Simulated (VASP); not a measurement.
# F (P1) in VASP: single point with PBE

Aim: the single point of F with PBE.

Everything below comes from runs of VASP 6.6.1. Logs are shortened: lines on timing, memory, paths and dates and some standing lists are left out, and cuts for length are marked.

## (1) The cell of the first run

The typed cell holds 4 atoms: a = 3.184 Å, b = 3.199 Å, c = 7.254 Å, α = 100.56°, β = 100.42°, γ = 61.58°.

## (2) Single point, PBE (atoms moved at random and the cell strained at random)

File INCAR:

```
SYSTEM = F
ALGO = Normal
EDIFF = 1E-6
ENCUT = 520
GGA = PE
ISIF = 2
ISMEAR = 0
LASPH = .TRUE.
LCHARG = .TRUE.
LELF = .TRUE.
LREAL = .FALSE.
LVHAR = .TRUE.
LWAVE = .FALSE.
NBANDS = 22
NELM = 100
PREC = Accurate
SIGMA = 0.02
```

File KPOINTS:

```
k-points
0
G
  8 8 4
  0 0 0
```

File POSCAR:

```
F
1.0
    2.7371040930     -1.6263664690      0.0001869816
    2.7458753798      1.6410744194     -0.0031151458
   -1.5337593117     -0.0112685048      7.0904118682
F
4
Direct
    0.9360478669      0.5935349484      0.1019271530
    0.4233262302      0.0245883255      0.3862601913
    0.0156923352      0.4189427966      0.9170805336
    0.6204574401      0.9517514056      0.5969000129
```

Potentials or basis: VASP PAW PBE potentials, release 64 (F).

Run with:

```
$ cat potpaw_PBE.64/F/POTCAR > POTCAR
$ mpirun -np 1 vasp_std > vasp.out
```

OUTCAR:

```text
SYSTEM = F
   EDIFF = 1E-6
   ENCUT = 520
   GGA = PE
   ISIF = 2
   ISMEAR = 0
   LASPH = .TRUE.
   LREAL = .FALSE.
   NELM = 100
   PREC = Accurate

 ion  position               nearest neighbor table
   1  0.936  0.594  0.102-   3 1.37
   2  0.423  0.025  0.386-   4 1.56
   3  0.016  0.419  0.917-   1 1.37
   4  0.620  0.952  0.597-   2 1.56

  LATTYP: Found a triclinic cell.
 ALAT       =     3.1989008355
 B/A-ratio  =     1.0214303281
 C/A-ratio  =     2.5363379263
 COS(alpha) =     0.0008477463
 COS(beta)  =     0.4171812936
 COS(gamma) =     0.5153151162

  Lattice vectors:

 A1 = (   2.7458753798,   1.6410744194,  -0.0031151458)
 A2 = (   0.0087712868,   3.2674408884,  -0.0033021274)
 A3 = (   3.9492201611,   0.0034394456,   7.0874837040)

Analysis of symmetry for initial positions (statically):
=====================================================================
 Subroutine PRICEL returns:
 Original cell was already a primitive cell.

 Routine SETGRP: Setting up the symmetry group for a
 triclinic supercell.

 Subroutine GETGRP returns: Found  1 space group operations
 (whereof  1 operations were pure point group operations)
 out of a pool of  2 trial point group operations.

The static configuration has the point symmetry C_1 .

Analysis of symmetry for dynamics (positions and initial velocities):
=====================================================================
 Subroutine PRICEL returns:
 Original cell was already a primitive cell.

 Routine SETGRP: Setting up the symmetry group for a
 triclinic supercell.

 Subroutine GETGRP returns: Found  1 space group operations
 (whereof  1 operations were pure point group operations)
 out of a pool of  2 trial point group operations.

The dynamic configuration has the point symmetry C_1 .

 Subroutine INISYM returns: Found  1 space group operations
 (whereof  1 operations are pure point group operations),
 and found     1 'primitive' translations

----------------------------------------------------------------------------------------

                                     Primitive cell

  volume of cell :      63.5056

  direct lattice vectors                    reciprocal lattice vectors
     2.737104093 -1.626366469  0.000186982     0.183225681 -0.306502211  0.039147271
     2.745875380  1.641074419 -0.003115146     0.181584056  0.305602647  0.039764957
    -1.533759312 -0.011268505  7.090411868     0.000074946  0.000142348  0.141051969

  length of vectors
     3.183835225  3.198900836  7.254411421     0.359232187  0.357696797  0.141052061

  position of ions in fractional coordinates (direct lattice)
     0.936047867  0.593534948  0.101927153
     0.423326230  0.024588325  0.386260191
     0.015692335  0.418942797  0.917080534
     0.620457440  0.951751406  0.596900013

  ion indices of the primitive-cell ions
   primitive index   ion index
                 1           1
                 2           2
                 3           3
                 4           4

----------------------------------------------------------------------------------------

 KPOINTS: k-points

Automatic generation of k-mesh.
 Grid dimensions read from file:
 generate k-points for:    8    8    4

 Generating k-lattice:

  Cartesian coordinates                     Fractional coordinates (reciprocal lattice)
     0.022903210 -0.038312776  0.004893409     0.125000000  0.000000000 -0.000000000
     0.022698007  0.038200331  0.004970620    -0.000000000  0.125000000  0.000000000
     0.000018737  0.000035587  0.035262992    -0.000000000 -0.000000000  0.250000000

  Length of vectors
     0.044904023  0.044712100  0.035263015

  Shift w.r.t. Gamma in fractional coordinates (k-lattice)
     0.000000000  0.000000000  0.000000000

 Subroutine IBZKPT returns following result:
 ===========================================

 Found    132 irreducible k-points:

 Following reciprocal coordinates:
            Coordinates               Weight
  0.000000  0.000000  0.000000      1.000000
  0.125000  0.000000  0.000000      2.000000
  0.250000  0.000000  0.000000      2.000000
  0.375000 -0.000000 -0.000000      2.000000
  0.500000  0.000000  0.000000      1.000000
 -0.000000  0.125000  0.000000      2.000000
[... 16 lines left out ...]
  0.125000  0.375000 -0.000000      2.000000
  0.250000  0.375000  0.000000      2.000000
 [... further k-points ...]
   k-points           NKPTS =    132   k-points in BZ     NKDIM =    132   number of bands    NBANDS=     22
   number of dos      NEDOS =    301   number of ions     NIONS =      4
   total plane-waves  NPLWV =  31104
   dimension x,y,z NGX =    24 NGY =   24 NGZ =   54
   dimension x,y,z NGXF=    48 NGYF=   48 NGZF=  108
   ions per type =               4
   NGX,Y,Z   is equivalent  to a cutoff of  12.53, 12.47, 12.37 a.u.
   NGXF,Y,Z  is equivalent  to a cutoff of  25.06, 24.95, 24.75 a.u.
 SYSTEM =  F
   PREC   = accura    normal or accurate (medium, high low for compatibility)
   ISTART =      0    job   : 0-new  1-cont  2-samecut
   ICHARG =      2    charge: 1-file 2-atom 10-const
   ISPIN  =      1    spin polarized calculation?
   LNONCOLLINEAR =      F non collinear calculations
   LSORBIT =      F    spin-orbit coupling
   LASPH  =      T    aspherical Exc in radial PAW
   ENCUT  =  520.0 eV  38.22 Ry    6.18 a.u.   5.92  5.95 13.49*2*pi/ulx,y,z
   NELM   =    100;   NELMIN=  2; NELMDL= -5     # of ELM steps
   EDIFF  = 0.1E-05   stopping-criterion for ELM
   LREAL  =      F    real-space projection
   EDIFFG = 0.1E-04   stopping-criterion for IOM
   NSW    =      0    number of steps for IOM
   IBRION =     -1    ionic relax: 0-MD 1-quasi-New 2-CG
   NFREE  =      0    steps in history (QN), initial steepest desc. (CG)
   ISIF   =      2    stress and relaxation
   ISYM   =      2    0-nonsym 1-usesym 2-fastsym
   POTIM  = 0.5000    time-step for ionic-motion
   TEBEG  =    0.0;   TEEND  =   0.0 temperature during run
   PSTRESS=    0.0 pullay stress
   NELECT =      28.0000    total number of electrons
   NUPDOWN=      -1.0000    fix difference up-down
   EMIN   =  10.00;   EMAX   =-10.00  energy-range for DOS
   EFERMI =   0.00;   METHOD = LEGACY
   ISMEAR =     0;   SIGMA  =   0.02  broadening in eV -4-tet -1-fermi 0-gaus
   EFERMI_NEDOS =   21; number of points for ismear=-14 and -15
   IALGO  =     38    algorithm
   IMIX   =      4    mixing-type and parameters
     AMIX     =   0.40;   BMIX     =  1.00
     AMIX_MAG =   1.60;   BMIX_MAG =  1.00
  volume/ion in A,a.u.               =      15.88       107.14
  Fermi-wavevector in a.u.,A,eV,Ry     =   1.246016  2.354628 21.123792  1.552555
  Thomas-Fermi vector in A             =   2.380212
   LORBIT       =      0    0 simple, 1 ext, 2 COOP (PROOUT), +10 PAW based schemes
   GGA     = PE    functional components
   LHFCALC =     F    Hartree Fock is set to
   AEXX    =    0.0000 exact exchange contribution
   IVDW    =     0    specifies the selected vdW correction
   LEPSILON=     F    determine dielectric tensor
   LRPA    =     F    only Hartree local field effects (RPA)
 non-spin polarized calculation
 Gauss-broadening in eV      SIGMA  =   0.02
  energy-cutoff  :      520.00
  volume of cell :       63.51
 maximum number of plane-waves:      1726
   NGX = 11   NGY = 11   NGZ = 27

 number of electron      28.0000009 magnetization

 Free energy of the ion-electron system (eV)
  ---------------------------------------------------
  ext. energy  EPLUGINS =         0.00000000
  ---------------------------------------------------
  free energy    TOTEN  =        -7.01645446 eV

  energy without entropy =       -7.01645446  energy(sigma->0) =       -7.01645446

 E-fermi :  -4.9774     XC(G=0):  -7.6902

 val. band max:       -5.2055971381   @ k =   0.0000   0.0000   0.0000
 cond. band min:      -3.6794284066   @ k =   0.0000   0.0000   0.0000
 fundamental gap:      1.5261687314
 Fermi energy:        -4.9774199298

 k-point     1 :       0.0000    0.0000    0.0000
  band No.  band energies     occupation
      1     -30.8296      2.00000
      2     -28.3325      2.00000
      3     -24.3265      2.00000
      4     -23.6111      2.00000
      5     -11.8840      2.00000
      6     -10.4362      2.00000
[... 14 lines left out ...]
     21      14.0426      0.00000
     22      16.9596      0.00000

 k-point     2 :       0.1250    0.0000    0.0000
  band No.  band energies     occupation
      1     -30.8160      2.00000
      2     -28.3165      2.00000
      3     -24.3118      2.00000
      4     -23.6095      2.00000
      5     -11.8648      2.00000
      6     -10.4549      2.00000
[... 14 lines left out ...]
     21      14.4220      0.00000
     22      15.0524      0.00000

 k-point     3 :       0.2500    0.0000    0.0000
  band No.  band energies     occupation
      1     -30.7833      2.00000
      2     -28.2775      2.00000
      3     -24.2762      2.00000
      4     -23.6059      2.00000
      5     -11.8150      2.00000
      6     -10.5082      2.00000
[... 14 lines left out ...]
     21      13.4781      0.00000
     22      14.4449      0.00000

 k-point     4 :       0.3750   -0.0000   -0.0000
  band No.  band energies     occupation
      1     -30.7504      2.00000
      2     -28.2382      2.00000
      3     -24.2398      2.00000
      4     -23.6030      2.00000
      5     -11.7575      2.00000
      6     -10.5788      2.00000
[... 14 lines left out ...]
     21      12.0897      0.00000
     22      13.0187      0.00000

 k-point     5 :       0.5000    0.0000    0.0000
  band No.  band energies     occupation
      1     -30.7367      2.00000
      2     -28.2217      2.00000
      3     -24.2244      2.00000
      4     -23.6020      2.00000
      5     -11.7303      2.00000
      6     -10.6156      2.00000
[... 417 lines left out ...]
 k-point    22 :      -0.0000    0.3750   -0.0000
  band No.  band energies     occupation
      1     -30.7530      2.00000
      2     -28.2413      2.00000
      3     -24.2409      2.00000
      4     -23.6019      2.00000
      5     -11.7542      2.00000
      6     -10.5782      2.00000
[... 14 lines left out ...]
     21      12.0156      0.00000
     22      13.0743      0.00000

 k-point    23 :       0.1250    0.3750   -0.0000
  band No.  band energies     occupation
      1     -30.7615      2.00000
      2     -28.2515      2.00000
      3     -24.2471      2.00000
      4     -23.5952      2.00000
      5     -11.7653      2.00000
      6     -10.5304      2.00000
[... 14 lines left out ...]
     21      12.7211      0.00000
     22      13.4841      0.00000

 k-point    24 :       0.2500    0.3750    0.0000
  band No.  band energies     occupation
      1     -30.7597      2.00000
      2     -28.2494      2.00000
      3     -24.2419      2.00000
      4     -23.5834      2.00000
      5     -11.7577      2.00000
      6     -10.4926      2.00000
[... 14 lines left out ...]
     21      12.5010      0.00000
     22      13.5514      0.00000

 [... further k-points ...]

------------------------ aborting loop because EDIFF is reached ----------------------------------------

  FORCE on cell =-STRESS in cart. coord.  units (eV):
  Direction    XX          YY          ZZ          XY          YZ          ZX
  --------------------------------------------------------------------------------------
  -------------------------------------------------------------------------------------
  Total        0.1399229      0.0060511     -1.5219122     -0.0333893      2.0902017     -0.0691983
  in kB        3.5301019      0.1526632    -38.3961864     -0.8423756     52.7335112     -1.7457968
  external PRESSURE =     -11.5711404 kB  Pullay stress =       0.0000000 kB

 VOLUME and BASIS-vectors are now :
 -----------------------------------------------------------------------------
  energy-cutoff  :      520.00
  volume of cell :       63.51
      direct lattice vectors                 reciprocal lattice vectors
     2.737104093 -1.626366469  0.000186982     0.183225681 -0.306502211  0.039147271
     2.745875380  1.641074419 -0.003115146     0.181584056  0.305602647  0.039764957
    -1.533759312 -0.011268505  7.090411868     0.000074946  0.000142348  0.141051969

 POSITION                                       TOTAL-FORCE (eV/Angst)
 -----------------------------------------------------------------------------------
      4.03550     -0.54947      0.72103        -0.044785      0.598772      1.965089
      0.63377     -0.65248      2.73875         0.041524     -0.778531      2.763532
     -0.21326      0.65166      6.50118         0.045904     -0.621285     -2.025421
      3.39615      0.54608      4.22942        -0.042642      0.801044     -2.703200
 -----------------------------------------------------------------------------------
    total drift:                               -0.000103     -0.001255     -0.000294

  FREE ENERGIE OF THE ION-ELECTRON SYSTEM (eV)
  ---------------------------------------------------
  free  energy   TOTEN  =        -7.0164544591 eV

  energy  without entropy=       -7.0164544591  energy(sigma->0) =       -7.01645446
```

Wall time 64 s (1 thread of Intel Xeon Platinum 8488C (Sapphire Rapids), shared host); peak memory 0.25 GiB.

Results:

```
Free energy            : -7.0165 eV
Pressure               : -1.2 GPa
Largest force          : 2.871 eV/Å
Band gap on the k mesh : 1.53 eV
```

Forces on the atoms (eV/Å):
```
F   -0.045  0.599  1.965
F    0.042 -0.779  2.764
F    0.046 -0.621 -2.025
F   -0.043  0.801 -2.703
```

Levels at points of the mesh, in eV from the valence-band top:
```csv
k point,band 10,band 11,band 12,band 13,band 14,band 15,band 16,band 17,band 18,band 19
"(0.00, 0.00, 0.00)",-2.30,-0.37,-0.23,-0.11,0.00,1.53,3.92,9.27,11.54,12.57
"(0.50, 0.00, 0.00)",-2.50,-0.70,-0.48,-0.31,-0.10,1.77,3.94,13.76,14.04,15.44
"(0.00, 0.50, 0.00)",-2.49,-0.69,-0.50,-0.32,-0.09,1.76,3.94,13.82,13.91,15.65
"(0.50, 0.50, 0.00)",-2.51,-0.82,-0.52,-0.37,-0.11,1.71,3.96,14.03,14.48,14.74
"(0.00, 0.00, 0.50)",-2.30,-0.35,-0.21,-0.15,-0.01,1.64,3.80,9.89,10.28,14.73
"(0.50, 0.00, 0.50)",-2.49,-0.71,-0.44,-0.31,-0.02,1.71,3.92,14.01,14.30,14.51
"(0.00, 0.50, 0.50)",-2.48,-0.71,-0.39,-0.36,-0.02,1.70,3.93,13.98,14.17,14.62
"(0.50, 0.50, 0.50)",-2.53,-0.74,-0.50,-0.43,-0.22,1.76,3.95,13.98,14.13,15.56
```

Caveat: the cell differs from its parent crystal (atoms moved at random and the cell strained at random); forces of over 1 eV/Å act on the atoms, so gaps and moduli don't describe the material at rest.
